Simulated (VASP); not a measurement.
Input of a VASP 6.6.1 run:

File INCAR:

```
SYSTEM = TiAl
PREC = Accurate
ENCUT = 520
EDIFF = 1E-6
ISMEAR = 0
SIGMA = 0.15
LREAL = .False.
LASPH = .True.
NELM = 60
ALGO = Normal
ISIF = 2
LWAVE = .False.
LCHARG = .False.
GGA = PS
NBANDS = 14
```

KPOINTS

```
Automatic mesh
0
Gamma
  18 18 10
  0 0 0
```

POSCAR

```
TiAl
1.0
    2.8191000000      0.0000000000      0.0000000000
   -1.4095500000      2.4414122158      0.0000000000
    0.0000000000      0.0000000000      4.6191923846
Ti Al
1 1
Direct
    0.0000000000      0.0000000000      0.0000000000
    0.3333333333      0.6666666667      0.5000000000
```

Potentials or basis: VASP PAW PBE potentials, release 64 (Ti_sv, Al).

Launch:

```console
$ cat potpaw_PBE.64/Ti_sv/POTCAR potpaw_PBE.64/Al/POTCAR > POTCAR
$ mpirun -np 1 vasp_std > vasp.out
```

(1) Estimate the pressure.

(2) Estimate the band gap on the k mesh.

Answers

(1) 2.3 GPa.

(2) zero (an odd number of electrons rules out a gap without spin polarisation).

Caveat: the PAW data sets were made with another functional, which shifts forces and pressure a little.
